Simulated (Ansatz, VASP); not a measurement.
## Two plane-wave programs on CaBeSe

```xyz
6
Lattice="3.8253 0.0000 0.0000 -1.9126 3.3128 0.0000 0.0000 0.0000 9.2082" Properties=species:S:1:pos:R:3 pbc="T T T"
Ca    0.0000    0.0000    0.0000
Ca    0.0000    0.0000    4.6041
Be    0.0000    2.2085    2.3020
Be    1.9126    1.1043    6.9061
Se    0.0000    2.2085    6.9061
Se    1.9126    1.1043    2.3020
```

Alike in both runs: functional PBE; k mesh 12 × 12 × 6; occupations gaussian, width 0.1 eV; no spin polarisation.

Ansatz relaxed the structure, and its values are those at the end. VASP's run is a single point on that final structure, the one shown.

|  | VASP | Ansatz |
| --- | --- | --- |
| version | VASP 6.6.1 | Ansatz 0.2.0 |
| potentials or method | VASP PAW PBE potentials, release 64 (Ca_sv, Be, Se), cutoff 520 eV | scalar-relativistic, plane waves, PAW |
| valence electrons in the cell | 36 | 56 |

```tsv
	VASP	Ansatz	Ansatz less VASP
gap on the k mesh at the Fermi level (eV)	none	none	-
pressure (GPa)	0.1	0.0	-0.14
```

A gap of «none» marks a metal or a gap that the smearing closes. The functional is the same, so the differences come from potentials, cutoffs and numerics. VASP's potentials hold 36 valence electrons a cell and Ansatz's 56, so a difference there can come from the potentials and not from the codes.
